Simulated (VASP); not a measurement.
CsPbBr3: single point with r2SCAN

Crystal: CsPbBr3.

```
Cs Pb Br
1.0
     5.76467    0.00000    0.00000
     0.00000    5.76467    0.00000
     0.00000    0.00000    5.76467
Cs Pb Br
1 1 3
Direct
  0.00000 0.00000 0.00000
  0.50000 0.50000 0.50000
  0.50000 0.50000 0.00000
  0.50000 0.00000 0.50000
  0.00000 0.50000 0.50000
```

This cell differs from its parent crystal: strain -3.0%.

| Quantity | Value |
| --- | --- |
| Program | VASP 6.6.1 |
| Task | single point |
| Functional | r2SCAN |
| Potentials or basis | VASP PAW PBE potentials, release 64 (Cs_sv, Pb_d, Br) |
| Cutoff | 520 eV |
| k mesh | 4 × 4 × 4 |
| Occupations | gaussian, width 0.01 eV |
| Spin | no spin polarisation |

The pressure is 2.4 GPa and the band gap on the k mesh is 1.64 eV.

Levels at points of the mesh, in eV from the valence-band top:
| k point | band 20 | band 21 | band 22 | band 23 | band 24 | band 25 |
| --- | --- | --- | --- | --- | --- | --- |
| (0.00, 0.00, 0.00) | -2.64 | -2.64 | -2.64 | 3.17 | 4.02 | 4.02 |
| (0.50, 0.00, 0.00) | -2.77 | -2.77 | -1.75 | 2.79 | 4.64 | 5.15 |
| (0.50, 0.50, 0.00) | -2.83 | -2.25 | -0.85 | 2.25 | 2.25 | 5.18 |
| (0.50, 0.50, 0.50) | -2.24 | -2.24 | 0.00 | 1.64 | 1.64 | 1.64 |

Wall time 8.3 min on 1 thread of Intel Xeon 8259CL (shared host), peak memory 0.39 GiB.

Caveat: the cell differs from its parent crystal (strain -3.0%); the PAW data sets were made with another functional, which shifts forces and pressure a little; spin-orbit coupling is left out, which moves the levels of the heavy elements. A k mesh can miss the band edges.
